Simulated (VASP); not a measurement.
# Al3Cu in VASP: a series of runs

Al3Cu is run at these levels: PBEsol; tasks: single point.

Program: VASP 6.6.1. These are calculated values, not measurements. Logs are shortened: lines on timing, memory, paths and dates and some standing lists are left out, and cuts for length are marked.

### Step 1. The cell of the first run

Symmetry: Pm-3m, No. 221, cubic system. Conventional cell: a = 4.039 Å, b = 4.039 Å, c = 4.039 Å, α = 90.00°, β = 90.00°, γ = 90.00°. Al (site symmetry 4/mmm) has 8 Al at 2.86 Å and 4 Cu at 2.86 Å within 3.8 Å. Cu (site symmetry m-3m) has 12 Al at 2.86 Å within 3.8 Å.

### Step 2. Single point, PBEsol (strained)

The input, INCAR:

```
SYSTEM = Al3Cu
PREC     = Accurate       ! precision mode
ENCUT    = 520            ! plane-wave cutoff, eV
EDIFF    = 1E-6           ! SCF threshold, eV
ISMEAR   = 0              ! smearing method
SIGMA    = 0.1            ! smearing width, eV
LREAL    = .False.        ! projectors in reciprocal space
LASPH    = .True.         ! aspherical terms in the spheres
NELM     = 80             ! most SCF steps
ALGO     = Fast           ! electronic algorithm
ISIF     = 2              ! what is computed and relaxed
LWAVE    = .False.        ! write WAVECAR
LCHARG   = .True.         ! write CHGCAR
GGA      = PS             ! functional
LELF     = .True.         ! ELF
LVHAR    = .True.       
NBANDS   = 18             ! bands
```

The input, KPOINTS:

```
regular mesh
0
Gamma
  12 12 12
  0 0 0
```

The input, POSCAR:

```
Al3Cu
1.0
    4.0391286243      0.0000000000      0.0000000000
    0.0000000000      4.0391286243      0.0000000000
    0.0000000000      0.0000000000      4.0391286243
Al Cu
3 1
Direct
    0.0000000000      0.5000000000      0.5000000000
    0.5000000000      0.0000000000      0.5000000000
    0.5000000000      0.5000000000      0.0000000000
    0.0000000000      0.0000000000      0.0000000000
```

Potentials or basis: VASP PAW PBE potentials, release 64 (Al, Cu).

On the command line:

```sh
cat potpaw_PBE.64/Al/POTCAR potpaw_PBE.64/Cu/POTCAR > POTCAR
mpirun -np 1 vasp_std > vasp.out
```

OUTCAR:

```text
SYSTEM = Al3Cu
   PREC = Accurate
   ENCUT = 520
   EDIFF = 1E-6
   ISMEAR = 0
   LREAL = .False.
   LASPH = .True.
   NELM = 80
   ISIF = 2
   GGA = PS

 ion  position               nearest neighbor table
   1  0.000  0.500  0.500-   2 2.86   3 2.86   4 2.86   3 2.86   4 2.86   2 2.86   4 2.86   4 2.86
                             2 2.86   3 2.86   3 2.86   2 2.86
   2  0.500  0.000  0.500-   1 2.86   3 2.86   4 2.86   3 2.86   4 2.86   1 2.86   3 2.86   3 2.86
                             1 2.86   4 2.86   4 2.86   1 2.86
   3  0.500  0.500  0.000-   1 2.86   2 2.86   4 2.86   1 2.86   2 2.86   2 2.86   4 2.86   2 2.86
                             1 2.86   4 2.86   1 2.86   4 2.86
   4  0.000  0.000  0.000-   1 2.86   2 2.86   3 2.86   1 2.86   2 2.86   1 2.86   3 2.86   1 2.86
                             2 2.86   3 2.86   2 2.86   3 2.86

  LATTYP: Found a simple cubic cell.
 ALAT       =     4.0391286243

  Lattice vectors:

 A1 = (   4.0391286243,   0.0000000000,   0.0000000000)
 A2 = (   0.0000000000,   4.0391286243,   0.0000000000)
 A3 = (   0.0000000000,   0.0000000000,   4.0391286243)

Analysis of symmetry for initial positions (statically):
=====================================================================
 Subroutine PRICEL returns:
 Original cell was already a primitive cell.

 Routine SETGRP: Setting up the symmetry group for a
 simple cubic supercell.

 Subroutine GETGRP returns: Found 48 space group operations
 (whereof 48 operations were pure point group operations)
 out of a pool of 48 trial point group operations.

The static configuration has the point symmetry O_h .

Analysis of symmetry for dynamics (positions and initial velocities):
=====================================================================
 Subroutine PRICEL returns:
 Original cell was already a primitive cell.

 Routine SETGRP: Setting up the symmetry group for a
 simple cubic supercell.

 Subroutine GETGRP returns: Found 48 space group operations
 (whereof 48 operations were pure point group operations)
 out of a pool of 48 trial point group operations.

The dynamic configuration has the point symmetry O_h .

 Subroutine INISYM returns: Found 48 space group operations
 (whereof 48 operations are pure point group operations),
 and found     1 'primitive' translations

----------------------------------------------------------------------------------------

                                     Primitive cell

  volume of cell :      65.8966

  direct lattice vectors                    reciprocal lattice vectors
     4.039128624  0.000000000  0.000000000     0.247578152  0.000000000  0.000000000
     0.000000000  4.039128624  0.000000000     0.000000000  0.247578152  0.000000000
     0.000000000  0.000000000  4.039128624     0.000000000  0.000000000  0.247578152

  length of vectors
     4.039128624  4.039128624  4.039128624     0.247578152  0.247578152  0.247578152

  position of ions in fractional coordinates (direct lattice)
     0.000000000  0.500000000  0.500000000
     0.500000000  0.000000000  0.500000000
     0.500000000  0.500000000  0.000000000
     0.000000000  0.000000000  0.000000000

  ion indices of the primitive-cell ions
   primitive index   ion index
                 1           1
                 2           2
                 3           3
                 4           4

----------------------------------------------------------------------------------------

 KPOINTS: regular mesh

Automatic generation of k-mesh.
 Grid dimensions read from file:
 generate k-points for:   12   12   12

 Generating k-lattice:

  Cartesian coordinates                     Fractional coordinates (reciprocal lattice)
     0.020631513  0.000000000  0.000000000     0.083333333  0.000000000  0.000000000
     0.000000000  0.020631513  0.000000000     0.000000000  0.083333333  0.000000000
     0.000000000  0.000000000  0.020631513     0.000000000  0.000000000  0.083333333

  Length of vectors
     0.020631513  0.020631513  0.020631513

  Shift w.r.t. Gamma in fractional coordinates (k-lattice)
     0.000000000  0.000000000  0.000000000

 Subroutine IBZKPT returns following result:
 ===========================================

 Found     84 irreducible k-points:

 Following reciprocal coordinates:
            Coordinates               Weight
  0.000000  0.000000  0.000000      1.000000
  0.083333  0.000000  0.000000      6.000000
  0.166667  0.000000  0.000000      6.000000
  0.250000  0.000000  0.000000      6.000000
  0.333333  0.000000  0.000000      6.000000
  0.416667  0.000000  0.000000      6.000000
[... 16 lines left out ...]
  0.333333  0.333333  0.000000     12.000000
  0.416667  0.333333  0.000000     24.000000
 [... further k-points ...]
   k-points           NKPTS =     84   k-points in BZ     NKDIM =     84   number of bands    NBANDS=     18
   number of dos      NEDOS =    301   number of ions     NIONS =      4
   total plane-waves  NPLWV =  27000
   dimension x,y,z NGX =    30 NGY =   30 NGZ =   30
   dimension x,y,z NGXF=    60 NGYF=   60 NGZF=   60
   ions per type =               3   1
   NGX,Y,Z   is equivalent  to a cutoff of  12.35, 12.35, 12.35 a.u.
   NGXF,Y,Z  is equivalent  to a cutoff of  24.70, 24.70, 24.70 a.u.
 SYSTEM =  Al3Cu
   PREC   = accura    normal or accurate (medium, high low for compatibility)
   ISTART =      0    job   : 0-new  1-cont  2-samecut
   ICHARG =      2    charge: 1-file 2-atom 10-const
   ISPIN  =      1    spin polarized calculation?
   LNONCOLLINEAR =      F non collinear calculations
   LSORBIT =      F    spin-orbit coupling
   LASPH  =      T    aspherical Exc in radial PAW
   ENCUT  =  520.0 eV  38.22 Ry    6.18 a.u.   7.51  7.51  7.51*2*pi/ulx,y,z
   NELM   =     80;   NELMIN=  2; NELMDL= -5     # of ELM steps
   EDIFF  = 0.1E-05   stopping-criterion for ELM
   LREAL  =      F    real-space projection
   EDIFFG = 0.1E-04   stopping-criterion for IOM
   NSW    =      0    number of steps for IOM
   IBRION =     -1    ionic relax: 0-MD 1-quasi-New 2-CG
   NFREE  =      0    steps in history (QN), initial steepest desc. (CG)
   ISIF   =      2    stress and relaxation
   ISYM   =      2    0-nonsym 1-usesym 2-fastsym
   POTIM  = 0.5000    time-step for ionic-motion
   TEBEG  =    0.0;   TEEND  =   0.0 temperature during run
   PSTRESS=    0.0 pullay stress
   NELECT =      20.0000    total number of electrons
   NUPDOWN=      -1.0000    fix difference up-down
   EMIN   =  10.00;   EMAX   =-10.00  energy-range for DOS
   EFERMI =   0.00;   METHOD = LEGACY
   ISMEAR =     0;   SIGMA  =   0.10  broadening in eV -4-tet -1-fermi 0-gaus
   EFERMI_NEDOS =   21; number of points for ismear=-14 and -15
   IALGO  =     68    algorithm
   IMIX   =      4    mixing-type and parameters
     AMIX     =   0.40;   BMIX     =  1.00
     AMIX_MAG =   1.60;   BMIX_MAG =  1.00
  volume/ion in A,a.u.               =      16.47       111.17
  Fermi-wavevector in a.u.,A,eV,Ry     =   1.100180  2.079039 16.468443  1.210396
  Thomas-Fermi vector in A             =   2.236587
   LORBIT       =      0    0 simple, 1 ext, 2 COOP (PROOUT), +10 PAW based schemes
   GGA     = PS    functional components
   LHFCALC =     F    Hartree Fock is set to
   AEXX    =    0.0000 exact exchange contribution
   IVDW    =     0    specifies the selected vdW correction
   LEPSILON=     F    determine dielectric tensor
   LRPA    =     F    only Hartree local field effects (RPA)
 non-spin polarized calculation
 RMM-DIIS sequential band-by-band and
 Gauss-broadening in eV      SIGMA  =   0.10
  energy-cutoff  :      520.00
  volume of cell :       65.90
 maximum number of plane-waves:      1800
   NGX = 15   NGY = 15   NGZ = 15

 number of electron      19.9999998 magnetization

 Free energy of the ion-electron system (eV)
  ---------------------------------------------------
  ext. energy  EPLUGINS =         0.00000000
  ---------------------------------------------------
  free energy    TOTEN  =       -16.52191957 eV

  energy without entropy =      -16.51582927  energy(sigma->0) =      -16.51887442

 E-fermi :   7.2438     XC(G=0): -10.4796

 val. band max:        7.2222916734   @ k =   0.5000   0.1667   0.0833
 cond. band min:       7.2498193405   @ k =   0.0833   0.0833   0.0000
 fundamental gap:      0.0275276671
 Fermi energy:         7.2437932954

 k-point     1 :       0.0000    0.0000    0.0000
  band No.  band energies     occupation
      1      -3.2770      2.00000
      2       3.3240      2.00000
      3       3.3240      2.00000
      4       3.9817      2.00000
      5       3.9817      2.00000
      6       3.9817      2.00000
[... 10 lines left out ...]
     17      14.0761      0.00000
     18      14.0916      0.00000

 k-point     2 :       0.0833    0.0000    0.0000
  band No.  band energies     occupation
      1      -3.2139      2.00000
      2       3.1841      2.00000
      3       3.3395      2.00000
      4       3.9416      2.00000
      5       3.9416      2.00000
      6       3.9835      2.00000
[... 10 lines left out ...]
     17      13.7737      0.00000
     18      13.8661      0.00000

 k-point     3 :       0.1667    0.0000    0.0000
  band No.  band energies     occupation
      1      -3.0250      2.00000
      2       2.5854      2.00000
      3       3.3823      2.00000
      4       3.8535      2.00000
      5       3.8535      2.00000
      6       3.9884      2.00000
[... 10 lines left out ...]
     17      13.9164      0.00000
     18      13.9294      0.00000

 k-point     4 :       0.2500    0.0000    0.0000
  band No.  band energies     occupation
      1      -2.7120      2.00000
      2       1.6538      2.00000
      3       3.4418      2.00000
      4       3.7619      2.00000
      5       3.7619      2.00000
      6       3.9952      2.00000
[... 375 lines left out ...]
      4       3.3807      2.00000
      5       3.7010      2.00000
      6       3.8833      2.00000
[... 10 lines left out ...]
     17      13.2708      0.00000
     18      13.4607      0.00000

 k-point    23 :       0.3333    0.3333    0.0000
  band No.  band energies     occupation
      1      -1.3035      2.00000
      2       1.5524      2.00000
      3       1.6092      2.00000
      4       3.4568      2.00000
      5       3.7596      2.00000
      6       3.8291      2.00000
[... 10 lines left out ...]
     17      13.3905      0.00000
     18      13.7423      0.00000

 k-point    24 :       0.4167    0.3333    0.0000
  band No.  band energies     occupation
      1      -0.7827      2.00000
      2       0.7670      2.00000
      3       2.0138      2.00000
      4       3.1856      2.00000
      5       3.7475      2.00000
      6       3.8238      2.00000
[... 10 lines left out ...]
     17      13.5873      0.00000
     18      13.9322      0.00000

 [... further k-points ...]

------------------------ aborting loop because EDIFF is reached ----------------------------------------

  FORCE on cell =-STRESS in cart. coord.  units (eV):
  Direction    XX          YY          ZZ          XY          YZ          ZX
  --------------------------------------------------------------------------------------
  -------------------------------------------------------------------------------------
  Total       -3.4973158     -3.4973158     -3.4973158     -0.0000000     -0.0000000      0.0000000
  in kB      -85.0319976    -85.0319976    -85.0319976     -0.0000000     -0.0000000      0.0000000
  external PRESSURE =     -85.0319976 kB  Pullay stress =       0.0000000 kB

 VOLUME and BASIS-vectors are now :
 -----------------------------------------------------------------------------
  energy-cutoff  :      520.00
  volume of cell :       65.90
      direct lattice vectors                 reciprocal lattice vectors
     4.039128624  0.000000000  0.000000000     0.247578152  0.000000000  0.000000000
     0.000000000  4.039128624  0.000000000     0.000000000  0.247578152  0.000000000
     0.000000000  0.000000000  4.039128624     0.000000000  0.000000000  0.247578152

 POSITION                                       TOTAL-FORCE (eV/Angst)
 -----------------------------------------------------------------------------------
      0.00000      2.01956      2.01956         0.000000      0.000000      0.000000
      2.01956      0.00000      2.01956         0.000000      0.000000      0.000000
      2.01956      2.01956      0.00000         0.000000      0.000000      0.000000
      0.00000      0.00000      0.00000         0.000000      0.000000      0.000000
 -----------------------------------------------------------------------------------
    total drift:                                0.000000     -0.000000      0.000000

  FREE ENERGIE OF THE ION-ELECTRON SYSTEM (eV)
  ---------------------------------------------------
  free  energy   TOTEN  =       -16.5219195673 eV

  energy  without entropy=      -16.5158292713  energy(sigma->0) =      -16.51887442
```

Run time: 48 s. Hardware: 1 thread of Intel Xeon 6975P-C (Granite Rapids), shared host; peak memory 0.22 GiB.

What came out:

* Free energy: -16.5219 eV
* Pressure: -8.5 GPa
* Band gap on the k mesh: zero (bands 10 and 11 overlap by 4.15 eV)

Caveat: the cell differs from its parent crystal (strained); the cell stands under tension; the PAW data sets were made with another functional, which shifts forces and pressure a little.

### Step 3. Single point, PBEsol (strained and its atoms moved)

The input, INCAR:

```
SYSTEM = Al3Cu
PREC = Accurate ; ENCUT = 520
EDIFF = 1E-6 ; ISMEAR = 0
SIGMA = 0.1 ; LREAL = .False.
LASPH = .True. ; NELM = 60
ALGO = Fast ; ISIF = 2
LWAVE = .False. ; LCHARG = .False.
GGA = PS ; NBANDS = 18
```

The input, KPOINTS:

```
Automatic mesh
0
Gamma
  10 10 10
  0 0 0
```

The input, POSCAR:

```
Al3Cu
1.0
    4.0805284174      0.0000000000      0.0000000000
    0.0000000000      4.0805284174      0.0000000000
    0.0000000000      0.0000000000      4.1393906824
Al Cu
3 1
Direct
    0.0000000000      0.5000000000      0.4856559708
    0.5000000000      0.0000000000      0.4856559708
    0.5000000000      0.5000000000      0.0218314629
    0.0000000000      0.0000000000      0.0068565955
```

Potentials or basis: VASP PAW PBE potentials, release 64 (Al, Cu).

On the command line:

```sh
cat potpaw_PBE.64/Al/POTCAR potpaw_PBE.64/Cu/POTCAR > POTCAR
mpirun -np 1 vasp_std > vasp.out
```

Run time: 78 s. Hardware: 1 thread of Intel Xeon 6975P-C (Granite Rapids), shared host; peak memory 0.27 GiB.

It converged, with:

```
Free energy            : -16.2839 eV
Pressure               : -10.2 GPa
Largest force          : 0.619 eV/Å
Band gap on the k mesh : zero (bands 10 and 11 overlap by 3.32 eV)
```

Forces on the atoms (eV/Å):
```
Al   0.000  0.000  0.336
Al   0.000  0.000  0.336
Al   0.000  0.000 -0.619
Cu   0.000  0.000 -0.054
```

Stress tensor (GPa, compression positive):
```
 -9.95   0.00   0.00
  0.00  -9.95   0.00
  0.00   0.00 -10.72
```

Levels at points of the mesh, in eV from the Fermi level:
| k point | band 8 | band 9 | band 10 | band 11 | band 12 | band 13 |
| --- | --- | --- | --- | --- | --- | --- |
| (0.00, 0.00, 0.00) | -2.07 | -2.07 | -0.45 | 0.02 | 0.14 | 5.64 |
| (0.50, 0.00, 0.00) | 0.19 | 0.28 | 0.30 | 0.44 | 0.79 | 1.12 |
| (0.50, 0.50, 0.00) | -2.92 | -2.73 | 1.25 | 2.54 | 2.54 | 3.03 |
| (0.00, 0.00, 0.50) | 0.00 | 0.00 | 0.67 | 0.67 | 0.95 | 1.07 |
| (0.50, 0.00, 0.50) | -2.93 | -2.72 | 1.24 | 2.57 | 2.83 | 3.06 |
| (0.50, 0.50, 0.50) | -2.98 | -2.97 | -2.12 | -1.91 | -1.91 | -1.88 |

Caveat: the cell differs from its parent crystal (strained and its atoms moved); the cell stands under tension; the PAW data sets were made with another functional, which shifts forces and pressure a little.

### Step 4. Single point, PBEsol (strained)

The input, INCAR:

```
SYSTEM = Al3Cu
ALGO = Normal
EDIFF = 1E-6
ENCUT = 520
GGA = PS
ISIF = 2
ISMEAR = 0
LASPH = .True.
LCHARG = .False.
LREAL = .False.
LWAVE = .False.
NBANDS = 18
NELM = 60
PREC = Accurate
SIGMA = 0.1
```

The input, KPOINTS:

```
k-points
0
Gamma
  12 12 12
  0 0 0
```

The input, POSCAR:

```
Al3Cu
1.0
    4.0728763229      0.0000000000      0.0000000000
    0.0000000000      4.0728763229      0.0000000000
    0.0000000000      0.0000000000      4.0728763229
Al Cu
3 1
Direct
    0.0000000000      0.5000000000      0.5000000000
    0.5000000000      0.0000000000      0.5000000000
    0.5000000000      0.5000000000      0.0000000000
    0.0000000000      0.0000000000      0.0000000000
```

On the command line:

```sh
cat potpaw_PBE.64/Al/POTCAR potpaw_PBE.64/Cu/POTCAR > POTCAR
mpirun -np 1 vasp_std > vasp.out
```

Run time: 46 s. Hardware: 1 thread of Intel Xeon 6975P-C (Granite Rapids), shared host; peak memory 0.23 GiB.

The run converged. Its results:

```
Free energy            : -16.4251 eV
Pressure               : -10.1 GPa
Band gap on the k mesh : zero (bands 10 and 11 overlap by 4.16 eV)
```

Levels at points of the mesh, in eV from the Fermi level:
```tsv
k point	band 7	band 8	band 9	band 10	band 11	band 12	band 13	band 14
(0.00, 0.00, 0.00)	-2.15	-2.15	-2.15	-0.40	0.13	0.13	5.78	5.78
(0.50, 0.00, 0.00)	-3.02	0.27	0.27	0.36	0.36	0.93	1.16	2.19
(0.50, 0.50, 0.00)	-3.02	-2.96	-2.75	1.32	2.71	2.71	3.27	3.32
(0.50, 0.50, 0.50)	-3.53	-3.01	-3.01	-2.19	-1.90	-1.90	-1.90	11.14
```

Caveat: the cell differs from its parent crystal (strained); the cell stands under tension; the PAW data sets were made with another functional, which shifts forces and pressure a little.

### Step 5. Summary

```tsv
cell	k mesh	gap on the mesh (eV)	pressure (GPa)
a = 4.039 Å, 4 atoms, strained	12 × 12 × 12	none	-8.5
a = 4.081, b = 4.081, c = 4.139 Å, 4 atoms, strained and its atoms moved	10 × 10 × 10	none	-10.2
a = 4.073 Å, 4 atoms, strained	12 × 12 × 12	none	-10.1
```

Alike in all rows: task single point; level PBEsol; potentials or basis VASP PAW PBE potentials, release 64 (Al, Cu); no spin polarisation; cutoff (eV) 520; smearing gaussian 0.1 eV.

Caveats: the cell stands under tension; the PAW data sets were made with another functional, which shifts forces and pressure a little.

Total energies depend on the potentials used, so only differences within one code and one set of settings carry meaning.
